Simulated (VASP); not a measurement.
# BP4 (P4/mmm) in VASP: a series of runs, part 4 of 4

VASP 6.6.1. The steps go on from the part before.

## Step 6: Relaxation of cell and atoms, PBE

The input, INCAR:

```
SYSTEM = BP4
PREC = Accurate
ENCUT = 600
EDIFF = 1E-6
ISMEAR = 0
SIGMA = 0.1
LREAL = .False.
LASPH = .True.
NELM = 80
ALGO = Normal
ISIF = 3
LWAVE = .False.
LCHARG = .False.
GGA = PE
IBRION = 2
NSW = 100
EDIFFG = -0.01
```

The input, KPOINTS:

```
regular mesh
0
Gamma
  10 10 8
  0 0 0
```

The input, POSCAR:

```
BP4
1.0
    4.1008041251      0.0000000000      0.0000000000
    0.0000000000      4.1008041251      0.0000000000
    0.0000000000      0.0000000000      5.2067201965
B P
1 4
Direct
    0.5000000000      0.5000000000      0.0000000000
    0.5000000000      0.0000000000      0.0000000000
    0.0000000000      0.5000000000      0.0000000000
    0.0000000000      0.0000000000      0.2487444020
    0.0000000000      0.0000000000      0.7512555980
```

Potentials or basis: VASP PAW PBE potentials, release 64 (B, P).

Started as:

```console
cat potpaw_PBE.64/B/POTCAR potpaw_PBE.64/P/POTCAR > POTCAR
mpirun -np 1 vasp_std > vasp.out
```

OUTCAR:

```text
SYSTEM = BP4
   PREC = Accurate
   ENCUT = 600
   EDIFF = 1E-6
   ISMEAR = 0
   LREAL = .False.
   LASPH = .True.
   NELM = 80
   ISIF = 3
   GGA = PE
   IBRION = 2
   NSW = 100
   EDIFFG = -0.01

 ion  position               nearest neighbor table
   1  0.500  0.500  0.000-   2 2.05   3 2.05   2 2.05   3 2.05
   2  0.500  0.000  0.000-   1 2.05   1 2.05   5 2.43   4 2.43   4 2.43   5 2.43   3 2.90   3 2.90
                             3 2.90   3 2.90
   3  0.000  0.500  0.000-   1 2.05   1 2.05   5 2.43   4 2.43   5 2.43   4 2.43   2 2.90   2 2.90
                             2 2.90   2 2.90
   4  0.000  0.000  0.249-   2 2.43   3 2.43   3 2.43   2 2.43   5 2.59   5 2.62
   5  0.000  0.000  0.751-   2 2.43   3 2.43   3 2.43   2 2.43   4 2.59   4 2.62

  LATTYP: Found a simple tetragonal cell.
 ALAT       =     4.1008041251
 C/A-ratio  =     1.2696827348

  Lattice vectors:

[... 408 lines left out ...]
      7      -0.1007      2.00000
      8       2.9997      2.00000
      9       2.9997      2.00000
     10       4.5460      2.00000
     11       4.5460      2.00000
     12       4.5932      2.00000
     13       4.5949      2.00000
     14       6.6375      0.00000
[... 401 lines left out ...]
      2      -5.3960      2.00000
      3      -4.2261      2.00000
      4      -2.9084      2.00000
      5      -2.0264      2.00000
      6      -0.3600      2.00000
      7       1.1008      2.00000
      8       1.9667      2.00000
      9       2.0289      2.00000
     10       2.1131      2.00000
     11       4.5040      2.00000
     12       4.7599      2.00000
     13       7.0900      0.00000
     14       7.7150      0.00000
     15       8.4957      0.00000

 [... further k-points ...]

------------------------ aborting loop because EDIFF is reached ----------------------------------------

  FORCE on cell =-STRESS in cart. coord.  units (eV):
  Direction    XX          YY          ZZ          XY          YZ          ZX
  --------------------------------------------------------------------------------------
  -------------------------------------------------------------------------------------
  Total       -0.0380244     -0.0380244     -0.0465835      0.0000000      0.0000000      0.0000000
  in kB       -0.6776176     -0.6776176     -0.8301456      0.0000000      0.0000000      0.0000000
  external PRESSURE =      -0.7284603 kB  Pullay stress =       0.0000000 kB
[... 20 lines left out ...]
  FREE ENERGIE OF THE ION-ELECTRON SYSTEM (eV)
  ---------------------------------------------------
  free  energy   TOTEN  =       -25.2424623671 eV

  energy  without entropy=      -25.2340677619  energy(sigma->0) =      -25.23826506

 reached required accuracy - stopping structural energy minimisation
```

Run time: 6.5 min. Hardware: 1 thread of Intel Xeon 6975P-C (Granite Rapids), shared host; peak memory 0.31 GiB.

Results:

```
Free energy                           : -25.2425 eV
Relaxed volume                        : 17.98 Å³/atom
Relaxed cell                          : a = 4.161 Å, b = 4.161 Å, c = 5.193 Å, α = 90.00°, β = 90.00°, γ = 90.00°
Space group after relaxing (to 0.1 Å) : P4/mmm (No. 123)
Energy gained by relaxing             : 10.3 meV/atom
Ionic steps                           : 12
Pressure after relaxing               : -0.1 GPa
Largest force after relaxing          : 0.008 eV/Å
Band gap on the k mesh                : zero (an odd number of electrons rules out a gap without spin polarisation)
```

Forces in eV/Å, atoms in the order of the input:
```
B    0.000  0.000  0.000
P    0.000  0.000  0.000
P    0.000  0.000  0.000
P    0.000  0.000 -0.008
P    0.000  0.000  0.008
```

The path:
```tsv
step	energy change (eV)	largest force (eV/Å)	pressure (GPa)	volume (Å³)
1	0.0000	0.4123	0.53	87.56
2	-0.0294	0.3457	-0.32	88.29
3	-0.0399	0.2580	-1.08	89.04
4	-0.0432	0.1361	0.93	87.61
5	-0.0466	0.0428	0.07	88.19
6	-0.0485	0.0506	0.23	88.30
7	-0.0491	0.0537	0.39	88.39
8	-0.0503	0.0814	-0.03	89.05
9	-0.0504	0.0947	-0.23	89.36
10	-0.0512	0.0565	-0.16	89.60
11	-0.0516	0.0100	-0.08	89.90
12	-0.0516	0.0082	-0.07	89.91
```

Final structure:
```
B P
1.0
     4.16074    0.00000    0.00000
     0.00000    4.16074    0.00000
     0.00000    0.00000    5.19335
B P
1 4
Cartesian
  2.0804 2.0804 0.0000
  2.0804 4.1607 0.0000
  0.0000 2.0804 0.0000
  0.0000 0.0000 1.2064
  0.0000 0.0000 3.9870
```

## Step 7: The runs side by side

| task | cell | k mesh | cutoff (eV) | gap on the mesh (eV) | pressure (GPa) | relaxed volume (Å³/atom) | largest force (eV/Å) |
| --- | --- | --- | --- | --- | --- | --- | --- |
| single point | a = 4.101, b = 4.101, c = 5.207 Å, 5 atoms, atomic positions A | 4 × 4 × 4 | 520 | none | -0.2 | - | 0.05 |
| single point | a = 3.994, b = 3.994, c = 6.659 Å, 5 atoms, atomic positions B | 4 × 4 × 4 | 520 | none | -7.3 | - | 0.50 |
| relaxation of cell and atoms | relaxed from a = 3.994, b = 3.994, c = 6.659 Å, 5 atoms, atomic positions B | 4 × 4 × 4 | 600 | none | 0.2 | 17.42 | 0.02 |
| single point | a = 4.161, b = 4.161, c = 5.176 Å, 5 atoms, atomic positions C | 10 × 10 × 8 | 520 | none | -0.2 | - | 0.06 |
| relaxation of cell and atoms | relaxed from a = 4.101, b = 4.101, c = 5.207 Å, 5 atoms, atomic positions A | 10 × 10 × 8 | 600 | none | -0.1 | 17.98 | 0.01 |

Alike in all rows: level PBE; potentials or basis VASP PAW PBE potentials, release 64 (B, P); no spin polarisation; smearing gaussian 0.1 eV.

Caveats: some runs use coarse meshes; the volume moved by over 15 % at a fixed basis, so the end points are rough (at least some runs).

Absolute energies hang on the potentials; compare differences alone.
